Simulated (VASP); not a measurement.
CoSi (NiAs type), 4 atoms in the cell. Symmetry: P6_3/mmc, No. 194, hexagonal system. The conventional cell has a = 3.089 Å, b = 3.089 Å, c = 4.788 Å, α = 90.00°, β = 90.00°, γ = 120.00°. Within 2.8 Å of Co (site symmetry -3m) lie 6 Si at 2.15 Å and 2 Co at 2.39 Å. Within 2.8 Å of Si (site symmetry -6m2) lie 6 Co at 2.15 Å. 

```yaml
Program: VASP 6.6.1
Task: relaxation of cell and atoms
Functional: PBE
Potentials_or_basis: VASP PAW PBE potentials, release 64 (Co, Si)
Cutoff: 600 eV
k_mesh: 12 × 12 × 7
Occupations: fermi-dirac, width 0.08 eV
Spin: no spin polarisation
Target_pressure: 68 GPa
Dipole_correction: no
Further_INCAR_settings: ALGO = Normal; EDIFF = 1e-06; IBRION = 2; EDIFFG = -0.005; NSW = 60; ISIF = 3
```

Potentials or basis: VASP PAW PBE potentials, release 64 (Co, Si).

Run with:

```sh
$ cat potpaw_PBE.64/Co/POTCAR potpaw_PBE.64/Si/POTCAR > POTCAR
$ mpirun -np 1 vasp_std > vasp.out
```

Hardware: 1 thread of Intel(R) Xeon(R) Platinum 8175M CPU @ 2.50GHz (Skylake/Cascade Lake), with other jobs on the host.

Question: How long does it take, and how much memory?

Answer: It took 5.4 min on 1 thread of Intel(R) Xeon(R) Platinum 8175M CPU @ 2.50GHz (Skylake/Cascade Lake), on a shared host, peak memory 0.22 GiB. Counts: scf iterations 53, k points 76, ion steps 8.
